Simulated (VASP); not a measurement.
# AlN (Pm) in VASP: notebook

AlN is run at these levels: LDA; tasks: single point.

Program: VASP 6.6.1. These are calculated values, not measurements. Logs are shortened: lines on timing, memory, paths and dates and some standing lists are left out, and cuts for length are marked.

**1. The cell of the first run**

The structure is monoclinic, space group Pm (No. 6). The conventional cell has a = 3.276 Å, b = 4.101 Å, c = 5.674 Å, α = 90.00°, β = 90.00°, γ = 90.00°. Within 2.2 Å of Al (site symmetry m) lie 4 N at 1.64 to 2.17 Å. Al (site symmetry m) has 5 N at 1.89 to 2.05 Å within 2.5 Å. Within 2.5 Å of Al (site symmetry m) lie 5 N at 1.89 to 2.05 Å. Within 2.5 Å of Al (site symmetry m) lie 5 N at 1.89 to 2.05 Å. Within 2.5 Å of N (site symmetry m) lie 5 Al at 1.89 to 2.17 Å. Within 2.5 Å of N (site symmetry m) lie 5 Al at 1.89 to 2.05 Å. Within 2.2 Å of N (site symmetry m) lie 4 Al at 1.64 to 2.05 Å. N (site symmetry m) has 5 Al at 1.66 to 2.05 Å within 2.2 Å.

**2. Single point, LDA (atom 1 (Al) moved by -0.620 Å along [1 0 0] and +0.372 Å along [1 2 0])**

Contents of INCAR:

```
PREC = Accurate ; ENCUT = 1330
EDIFF = 1E-6 ; ISMEAR = 0
SIGMA = 0.05 ; LREAL = False
LASPH = True ; NELM = 120
ALGO = Normal ; ISIF = 2
LWAVE = False ; LCHARG = True
LELF = True ; LVHAR = True
NBANDS = 26 ; GGA_COMPAT = False
```

Contents of KPOINTS:

```
Automatic mesh
0
Gamma
  8 6 4
```

Contents of POSCAR:

```
AlN
1.0
   -1.6378403119      2.8368226349      0.0000000000
    0.0000000000      0.0000000000      4.1006264518
    4.9135209358      2.8368226349      0.0000000000
Al N
4 4
Direct
    0.6929862898      0.7500000000      0.1048130023
    1.0000000000      0.7500000000      0.6666666667
    0.0000000000      0.2500000000      0.3333333333
    0.5000000000      0.2500000000      0.8333333333
    0.5000000000      0.2500000000      0.1666666667
    1.0000000000      0.2500000000      0.6666666667
    0.0000000000      0.7500000000      0.3333333333
    0.5000000000      0.7500000000      0.8333333333
```

Potentials or basis: VASP PAW LDA potentials, release 64 (Al, N_h).

The run is started by

```
cat potpaw_LDA.64/Al/POTCAR potpaw_LDA.64/N_h/POTCAR > POTCAR
mpirun -np 1 vasp_std > vasp.out
```

OUTCAR:

```text
PREC = Accurate
   ENCUT = 1330
   EDIFF = 1E-6
   ISMEAR = 0
   LREAL = False
   LASPH = True
   NELM = 120
   ISIF = 2

 ion  position               nearest neighbor table
   1  0.693  0.750  0.105-   7 1.64   8 1.66   5 2.17   5 2.17   3 2.63   3 2.63   4 2.64   4 2.64
                             2 2.68   3 3.32   3 3.32   2 3.34
   2  0.000  0.750  0.667-   8 1.89   8 1.89   7 1.89   6 2.05   6 2.05   1 2.68   4 2.79   4 2.79
                             4 2.79   4 2.79   3 2.79   3 2.79   1 3.34
   3  0.000  0.250  0.333-   5 1.89   5 1.89   6 1.89   7 2.05   7 2.05   1 2.63   1 2.63   2 2.79
                             2 2.79   4 3.28   4 3.28   4 3.28   4 3.28   1 3.32   1 3.32
   4  0.500  0.250  0.833-   6 1.89   6 1.89   5 1.89   8 2.05   8 2.05   1 2.64   1 2.64   2 2.79
                             2 2.79   2 2.79   2 2.79   3 3.28   3 3.28   3 3.28   3 3.28
   5  0.500  0.250  0.167-   3 1.89   3 1.89   4 1.89   1 2.17   1 2.17
   6  0.000  0.250  0.667-   4 1.89   4 1.89   3 1.89   2 2.05   2 2.05
   7  0.000  0.750  0.333-   1 1.64   2 1.89   3 2.05   3 2.05
   8  0.500  0.750  0.833-   1 1.66   2 1.89   2 1.89   4 2.05   4 2.05

  LATTYP: Found a simple orthorhombic cell.
 ALAT       =     3.2756806238
 B/A-ratio  =     1.2518395176
 C/A-ratio  =     1.7320508076

  Lattice vectors:

 A1 = (  -1.6378403119,   2.8368226349,   0.0000000000)
 A2 = (   0.0000000000,   0.0000000000,   4.1006264518)
 A3 = (   4.9135209358,   2.8368226349,   0.0000000000)

Analysis of symmetry for initial positions (statically):
=====================================================================
 Subroutine PRICEL returns:
 Original cell was already a primitive cell.

 Routine SETGRP: Setting up the symmetry group for a
 simple orthorhombic supercell.

 Subroutine GETGRP returns: Found  2 space group operations
 (whereof  1 operations were pure point group operations)
 out of a pool of  8 trial point group operations.

The static configuration has the point symmetry C_1 .
 The point group associated with its full space group is C_1h.

Analysis of symmetry for dynamics (positions and initial velocities):
=====================================================================
 Subroutine PRICEL returns:
 Original cell was already a primitive cell.

 Routine SETGRP: Setting up the symmetry group for a
 simple orthorhombic supercell.

 Subroutine GETGRP returns: Found  2 space group operations
 (whereof  1 operations were pure point group operations)
 out of a pool of  8 trial point group operations.

The dynamic configuration has the point symmetry C_1 .
 The point group associated with its full space group is C_1h.

 Subroutine INISYM returns: Found  2 space group operations
 (whereof  1 operations are pure point group operations),
[... 120 lines left out ...]
   NUPDOWN=      -1.0000    fix difference up-down
   EMIN   =  10.00;   EMAX   =-10.00  energy-range for DOS
   EFERMI =   0.00;   METHOD = LEGACY
   ISMEAR =     0;   SIGMA  =   0.05  broadening in eV -4-tet -1-fermi 0-gaus
   EFERMI_NEDOS =   21; number of points for ismear=-14 and -15
   IALGO  =     38    algorithm
   IMIX   =      4    mixing-type and parameters
     AMIX     =   0.40;   BMIX     =  1.00
     AMIX_MAG =   1.60;   BMIX_MAG =  1.00
  volume/ion in A,a.u.               =       9.53        64.29
  Fermi-wavevector in a.u.,A,eV,Ry     =   1.225896  2.316607 20.447110  1.502820
  Thomas-Fermi vector in A             =   2.360917
   LORBIT       =      0    0 simple, 1 ext, 2 COOP (PROOUT), +10 PAW based schemes
   GGA     = CA    functional components
   LHFCALC =     F    Hartree Fock is set to
   AEXX    =    0.0000 exact exchange contribution
   IVDW    =     0    specifies the selected vdW correction
   LEPSILON=     F    determine dielectric tensor
   LRPA    =     F    only Hartree local field effects (RPA)
 non-spin polarized calculation
 Gauss-broadening in eV      SIGMA  =   0.05
  energy-cutoff  :     1330.00
  volume of cell :       76.21
 maximum number of plane-waves:      8448
 NGX is ok and might be reduce to    40
   NGX = 19   NGY = 25   NGZ = 33

 number of electron      31.9999999 magnetization

 Free energy of the ion-electron system (eV)
  ---------------------------------------------------
  ext. energy  EPLUGINS =         0.00000000
  ---------------------------------------------------
  free energy    TOTEN  =       -62.05203299 eV

  energy without entropy =      -62.05203299  energy(sigma->0) =      -62.05203299

 E-fermi :   8.9134     XC(G=0): -11.6919

 val. band max:        8.6465909481   @ k =   0.0000   0.0000   0.0000
 cond. band min:      10.6154541819   @ k =   0.0000   0.0000   0.0000
 fundamental gap:      1.9688632338
 Fermi energy:         8.9133766050

 k-point     1 :       0.0000    0.0000    0.0000
  band No.  band energies     occupation
      1      -8.7807      2.00000
      2      -6.2517      2.00000
      3      -5.6194      2.00000
      4      -4.1391      2.00000
      5       1.1417      2.00000
      6       1.7056      2.00000
[... 685 lines left out ...]
     25      18.0198      0.00000
     26      18.7208      0.00000

 [... further k-points ...]

------------------------ aborting loop because EDIFF is reached ----------------------------------------

  FORCE on cell =-STRESS in cart. coord.  units (eV):
  Direction    XX          YY          ZZ          XY          YZ          ZX
  --------------------------------------------------------------------------------------
  -------------------------------------------------------------------------------------
  Total        4.0189563     10.9544994      0.8704984      7.2536518      0.0000000      0.0000000
  in kB       84.4908988    230.2974766     18.3005711    152.4942077      0.0000000      0.0000000
  external PRESSURE =     111.0296488 kB  Pullay stress =       0.0000000 kB

 VOLUME and BASIS-vectors are now :
 -----------------------------------------------------------------------------
  energy-cutoff  :     1330.00
  volume of cell :       76.21
      direct lattice vectors                 reciprocal lattice vectors
    -1.637840312  2.836822635  0.000000000    -0.152640033  0.264380293  0.000000000
     0.000000000  0.000000000  4.100626452     0.000000000  0.000000000  0.243865178
     4.913520936  2.836822635  0.000000000     0.152640033  0.088126764  0.000000000

 POSITION                                       TOTAL-FORCE (eV/Angst)
 -----------------------------------------------------------------------------------
     -0.62000      2.26322      3.07547         5.557609     -1.940744      0.000000
      3.27568      1.89122      3.07547        -2.537518     -1.005270      0.000000
      1.63784      0.94561      1.02516        -0.323952      0.647464      0.000000
      3.27568      3.78243      1.02516         0.284749     -0.533313      0.000000
      0.00000      1.89122      1.02516        -2.211481      0.481250      0.000000
      3.27568      1.89122      1.02516         0.638634      0.427286      0.000000
      1.63784      0.94561      3.07547         1.602101      4.512284      0.000000
      3.27568      3.78243      3.07547        -3.010141     -2.588957      0.000000
 -----------------------------------------------------------------------------------
    total drift:                               -0.000401      0.001513     -0.000000

  FREE ENERGIE OF THE ION-ELECTRON SYSTEM (eV)
  ---------------------------------------------------
  free  energy   TOTEN  =       -62.0520329924 eV

  energy  without entropy=      -62.0520329924  energy(sigma->0) =      -62.05203299
```

stdout:

```text
POSCAR found type information on POSCAR AlN
 POSCAR found :  2 types and       8 ions
 scaLAPACK will be used
 LDA part: xc-table for (Slater(with rela. corr.)+CA(PZ))
 , standard interpolation
 POSCAR, INCAR and KPOINTS ok, starting setup
 FFT: planning ... GRIDC
 FFT: planning ... GRID_SOFT
 FFT: planning ... GRID
 WAVECAR not read
 entering main loop
```

It took 8.7 min on 1 thread of Intel Xeon Platinum 8259CL at 2.50GHz (Skylake/Cascade Lake), shared host; peak memory 0.6 GiB.

Results:

| Item | Value |
| --- | --- |
| Free energy | -62.0520 eV |
| Pressure | 11.1 GPa |
| Largest force | 5.887 eV/Å |
| Band gap on the k mesh | 1.97 eV |

Forces on the atoms (eV/Å):
```
Al   5.558 -1.941  0.000
Al  -2.538 -1.005  0.000
Al  -0.324  0.647  0.000
Al   0.285 -0.533  0.000
N   -2.211  0.481  0.000
N    0.639  0.427  0.000
N    1.602  4.512  0.000
N   -3.010 -2.589  0.000
```

Stress tensor (GPa, compression positive):
```
 8.45 15.25  0.00
15.25 23.03  0.00
 0.00  0.00  1.83
```

Caveat: the cell differs from its parent crystal (atom 1 (Al) moved by -0.620 Å along [1 0 0] and +0.372 Å along [1 2 0]); the stress differs along the axes, from 2 to 23 GPa; forces of over 1 eV/Å act on the atoms, so gaps and moduli don't describe the material at rest. A k mesh can miss the band edges.

**3. Single point, LDA (atom 1 (Al) moved by -0.496 Å along [1 0 0] and -0.496 Å along [1 2 0])**

Contents of INCAR:

```
ALGO = Normal
EDIFF = 1E-6
ENCUT = 520
GGA = CA
ISIF = 2
ISMEAR = 0
LASPH = T
LCHARG = F
LREAL = F
LWAVE = F
NBANDS = 26
NELM = 80
PREC = Accurate
SIGMA = 0.05
```

Contents of KPOINTS:

```
k-points
0
Gamma
  8 6 4
```

POSCAR, as its differences from that of step 2:

```diff
@@ -8,3 +8,3 @@
 Direct
-    0.6929862898      0.7500000000      0.1048130023
+    0.4445768312      0.7500000000      0.0472463350
     1.0000000000      0.7500000000      0.6666666667
```

Potentials or basis: VASP PAW LDA potentials, release 64 (Al, N).

The run is started by

```
cat potpaw_LDA.64/Al/POTCAR potpaw_LDA.64/N/POTCAR > POTCAR
mpirun -np 1 vasp_std > vasp.out
```

Wall time 54 s (1 thread of AMD EPYC 9R45 (Zen 5), shared host); peak memory 0.19 GiB.

Results (log left out):

* Free energy: -52.3590 eV
* Pressure: 42.2 GPa
* Largest force: 58.940 eV/Å
* Band gap on the k mesh: 0.97 eV (least direct gap 1.03 eV)

Forces on the atoms (eV/Å):
```
Al   54.072  23.454   0.000
Al   -3.403  -2.267   0.000
Al   -0.770  -0.593   0.000
Al   -0.910  -0.047   0.000
N    -2.608  -2.070   0.000
N     1.464   0.850   0.000
N    -1.269  -0.458   0.000
N   -46.576 -18.869   0.000
```

Stress tensor (GPa, compression positive):
```
106.93  42.45   0.00
 42.45  16.58   0.00
  0.00   0.00   3.00
```

Levels at points of the mesh, in eV from the valence-band top:
```csv
k point,band 12,band 13,band 14,band 15,band 16,band 17,band 18,band 19,band 20,band 21
"(0.00, 0.00, 0.00)",-3.95,-3.43,-2.52,-0.74,-0.07,0.97,2.73,3.99,5.96,6.40
"(0.50, 0.00, 0.00)",-4.35,-3.33,-2.63,-2.54,-2.29,3.62,3.70,4.76,4.99,6.29
"(0.00, 0.50, 0.00)",-3.53,-3.14,-2.17,-1.81,-0.67,2.01,3.83,4.70,5.56,6.78
"(0.50, 0.50, 0.00)",-5.28,-3.32,-2.40,-0.95,-0.76,4.01,4.31,5.43,5.88,6.60
"(0.00, 0.00, 0.50)",-3.73,-3.42,-3.37,-1.13,0.00,1.89,4.13,4.96,5.37,6.73
"(0.50, 0.00, 0.50)",-3.99,-3.45,-2.92,-2.02,-1.78,2.19,3.20,4.73,5.38,5.92
"(0.00, 0.50, 0.50)",-3.30,-3.29,-1.78,-1.78,-0.74,1.70,3.87,4.42,5.87,7.24
"(0.50, 0.50, 0.50)",-4.34,-3.87,-2.83,-1.72,-1.14,3.22,3.42,4.41,4.89,7.09
```

Caveat: the cell differs from its parent crystal (atom 1 (Al) moved by -0.496 Å along [1 0 0] and -0.496 Å along [1 2 0]); atoms lie so close that the PAW spheres overlap strongly, which falsifies energies and pressures; the stress differs along the axes, from 3 to 107 GPa; forces of over 1 eV/Å act on the atoms, so gaps and moduli don't describe the material at rest.

**4. Single point, LDA (atom 1 (Al) moved by -0.248 Å along [1 0 0] and +0.000 Å along [1 2 0])**

Contents of INCAR:

```
SYSTEM = AlN
PREC = Accurate ; ENCUT = 520
EDIFF = 1E-7 ; ISMEAR = 0
SIGMA = 0.05 ; LREAL = .False.
LASPH = .True. ; NELM = 60
ALGO = Normal ; ISIF = 2
LWAVE = .False. ; LCHARG = .False.
GGA = CA ; NBANDS = 26
```

Contents of KPOINTS:

```
regular mesh
0
Gamma
  8 6 4
  0 0 0
```

POSCAR, as its differences from that of step 3:

```diff
@@ -8,3 +8,3 @@
 Direct
-    0.4445768312      0.7500000000      0.0472463350
+    0.5378547283      0.7500000000      0.1288119384
     1.0000000000      0.7500000000      0.6666666667
```

The run is started by

```
cat potpaw_LDA.64/Al/POTCAR potpaw_LDA.64/N/POTCAR > POTCAR
mpirun -np 1 vasp_std > vasp.out
```

Run time: 56 s. Hardware: 1 thread of AMD EPYC 9R45 (Zen 5), shared host; peak memory 0.19 GiB.

It converged, with:

```yaml
Free_energy: -64.2352 eV
Pressure: 3.6 GPa
Largest_force: 6.717 eV/Å
Band_gap_on_the_k_mesh: 3.25 eV
```

Forces on the atoms (eV/Å):
```
Al   6.246  2.470  0.000
Al  -1.098 -0.561  0.000
Al  -0.263  0.102  0.000
Al  -0.150 -0.236  0.000
N   -1.056 -0.262  0.000
N    0.439  0.275  0.000
N   -1.022  0.070  0.000
N   -3.096 -1.858  0.000
```

Stress tensor (GPa, compression positive):
```
6.54 7.22 0.00
7.22 3.62 0.00
0.00 0.00 0.64
```

Levels at points of the mesh, in eV from the valence-band top:
```tsv
k point	band 12	band 13	band 14	band 15	band 16	band 17	band 18	band 19	band 20	band 21
(0.00, 0.00, 0.00)	-3.17	-2.00	-1.73	-0.79	0.00	3.25	3.91	4.59	7.14	7.44
(0.50, 0.00, 0.00)	-3.73	-2.85	-2.51	-2.25	-2.12	5.25	5.38	5.77	5.97	8.09
(0.00, 0.50, 0.00)	-2.59	-2.54	-1.83	-1.73	-1.57	4.63	5.02	5.82	6.04	8.21
(0.50, 0.50, 0.00)	-4.66	-1.44	-1.24	-0.81	-0.73	5.78	5.79	6.31	6.47	8.96
(0.00, 0.00, 0.50)	-3.13	-1.86	-1.57	-0.91	-0.71	4.27	5.00	6.21	6.35	7.92
(0.50, 0.00, 0.50)	-3.90	-3.05	-2.78	-1.57	-1.34	3.53	4.02	6.71	7.34	7.39
(0.00, 0.50, 0.50)	-2.25	-2.19	-1.95	-1.60	-1.59	4.55	5.21	5.40	6.03	9.03
(0.50, 0.50, 0.50)	-3.25	-2.23	-2.08	-1.47	-1.40	4.76	4.89	5.30	5.51	9.27
```

Caveat: the cell differs from its parent crystal (atom 1 (Al) moved by -0.248 Å along [1 0 0] and +0.000 Å along [1 2 0]); the stress differs along the axes, from 1 to 7 GPa; forces of over 1 eV/Å act on the atoms, so gaps and moduli don't describe the material at rest. A k mesh can miss the band edges.

(Part 1 of 2 ends here.)
